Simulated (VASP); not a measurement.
Write the native input for VASP 6.6.1 that does the following.

- Task: relaxation of cell and atoms
- Functional: LDA
- Potentials or basis: VASP PAW LDA potentials, release 64 (Na_pv, H)
- Cutoff: 600 eV
- k mesh: 12 × 12 × 4
- Occupations: fermi-dirac, width 0.02 eV
- Spin: no spin polarisation
- Dipole correction: no
- Further INCAR settings: ALGO = Normal; EDIFF = 1e-06; IBRION = 2; EDIFFG = -0.005; NSW = 80; ISIF = 3

The structure of NaH lies in POSCAR:

```
NaH
1.0
    3.3449972017      0.0000000000      0.0000000000
   -1.6724986009      2.8968525523      0.0000000000
    0.0000000000      0.0000000000      5.8851742200
Na H
2 2
Direct
    0.0000000000      0.0000000000      0.0000000000
    0.0000000000      0.0000000000      0.5000000000
    0.3333333333      0.6666666667      0.2500000000
    0.6666666667      0.3333333333      0.7500000000
```

These files were run (other wordings do the same):

INCAR

```
SYSTEM = NaH
  ALGO = Normal
  EDIFF = 1E-6
  EDIFFG = -0.005
  ENCUT = 600
  IBRION = 2
  ISIF = 3
  ISMEAR = -1
  LASPH = .True.
  LCHARG = .False.
  LREAL = .False.
  LWAVE = .False.
  NELM = 60
  NSW = 80
  PREC = Accurate
  SIGMA = 0.02
```

KPOINTS

```
k-points
0
Gamma
  12 12 4
  0 0 0
```

Potentials or basis: VASP PAW LDA potentials, release 64 (Na_pv, H).

Command:

```bash
$ cat potpaw_LDA.64/Na_pv/POTCAR potpaw_LDA.64/H/POTCAR > POTCAR
$ mpirun -np 1 vasp_std > vasp.out
```

It gave:

```
Relaxed volume                        : 13.02 Å³/atom
Relaxed cell                          : a = 3.243 Å, b = 3.243 Å, c = 5.719 Å, α = 90.00°, β = 90.00°, γ = 120.00°
Space group after relaxing (to 0.1 Å) : P6_3/mmc (No. 194)
Energy gained by relaxing             : 8.4 meV/atom
Ionic steps                           : 7
Pressure after relaxing               : 0.0 GPa
Band gap on the k mesh                : 3.12 eV (least direct gap 4.33 eV)
```

Run time: 3.7 min on 1 thread of Intel Xeon 8259CL, with other jobs on the host, peak memory 0.18 GiB.
